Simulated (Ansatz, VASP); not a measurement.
**One calculation of InAs, two programs**

```
CELL_PARAMETERS angstrom
0.00000 3.02400 3.26592
3.02400 0.00000 3.26592
3.02400 3.02400 0.00000
ATOMIC_POSITIONS crystal
In 0.00000 0.00000 0.00000
As 0.75000 0.75000 0.75000
```

Change from the starting cell: strain +0.000 along x and y, +0.080 along z, atoms carried along.

Alike in both runs: task single point; functional PBE; k mesh 14 × 14 × 14; occupations gaussian, width 0.15 eV; no spin polarisation.

|  | VASP | Ansatz |
| --- | --- | --- |
| version | VASP 6.6.1 | Ansatz 0.2.0 |
| potentials or method | VASP PAW PBE potentials, release 64 (In_d, As), cutoff 520 eV | scalar-relativistic, plane waves, PAW |
| valence electrons in the cell | 18 | 28 |

```csv
,VASP,Ansatz,Ansatz less VASP
gap on the k mesh at the Fermi level (eV),none,none,-
pressure (GPa),-0.5,-0.5,-0.04
"traceless stress, the component that is largest in VASP (GPa)",-1.97,-1.97,-0.001
```

A gap of «none» marks a metal or a gap that the smearing closes. VASP's potentials hold 18 valence electrons a cell and Ansatz's 28, so a difference there can come from the potentials and not from the codes.
